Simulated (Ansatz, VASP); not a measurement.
**Two plane-wave programs on TiAl**

```
CELL_PARAMETERS angstrom
2.95855 0.00000 0.00000
0.00000 2.95855 0.00000
0.00000 0.00000 3.39997
ATOMIC_POSITIONS crystal
Ti 0.00000 0.00000 0.00000
Al 0.50000 0.50000 0.50000
```

Alike in both runs: task single point; functional PBEsol; k mesh 16 × 16 × 16; occupations gaussian, width 0.15 eV; no spin polarisation.

|  | VASP | Ansatz |
| --- | --- | --- |
| version | VASP 6.6.1 | Ansatz 0.2.0 |
| potentials or method | VASP PAW PBE potentials, release 64 (Ti_sv, Al), cutoff 520 eV | scalar-relativistic, plane waves, PAW |
| valence electrons in the cell | 15 | 15 |

Ansatz gave:

```
gap on the k mesh at the Fermi level (eV)                     : none
pressure (GPa)                                                : 7.4
traceless stress, the component that is largest in VASP (GPa) : 6.33
```

Task: Estimate VASP's values.

Result: gap on the k mesh at the Fermi level (eV): none; pressure (GPa): 7.5; traceless stress, the component that is largest in VASP (GPa): 6.33.

VASP's potentials were made for PBE, not for PBEsol, and Ansatz warns of the same on its side. A gap of «none» marks a metal or a gap that the smearing closes.
